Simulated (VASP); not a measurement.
The system is LiF.

```
Li F
1.0
     0.00000    2.01400    2.01400
     2.01400    0.00000    2.01400
     2.01400    2.01400    0.00000
Li F
1 1
Direct
  0.00000 0.00000 0.00000
  0.50000 0.50000 0.50000
```

Base run:

| Property | Result |
| --- | --- |
| Program | VASP 6.6.1 |
| Functional | PBE |
| Potentials or basis | VASP PAW PBE potentials, release 64 (Li_sv, F) |
| Cutoff | 520 eV |
| k mesh | 10 × 10 × 10 |
| Occupations | fermi-dirac, width 0.03 eV |
| Spin | no spin polarisation |

Its results: band gap on the k mesh 9.09 eV, direct.

Problem. After a change of settings the same cell gave: band gap on the k mesh 10.27 eV, direct. Which change was it?
A. functional from PBE to PBEsol
B. functional from PBE to PBEsol; further incar settings from ALGO = Normal; EDIFF = 1e-08; NBANDS = 12 to ALGO = Normal; EDIFF = 1e-06; NBANDS = 12
C. functional from PBE to LDA; potentials or basis from VASP PAW PBE potentials, release 64 (Li_sv, F) to VASP PAW LDA potentials, release 64 (Li_sv, F)
D. functional from PBE to r2SCAN

Solution. D.

r2SCAN gives the wider gap, since meta-GGAs in the generalised Kohn-Sham scheme recover part of the derivative discontinuity.
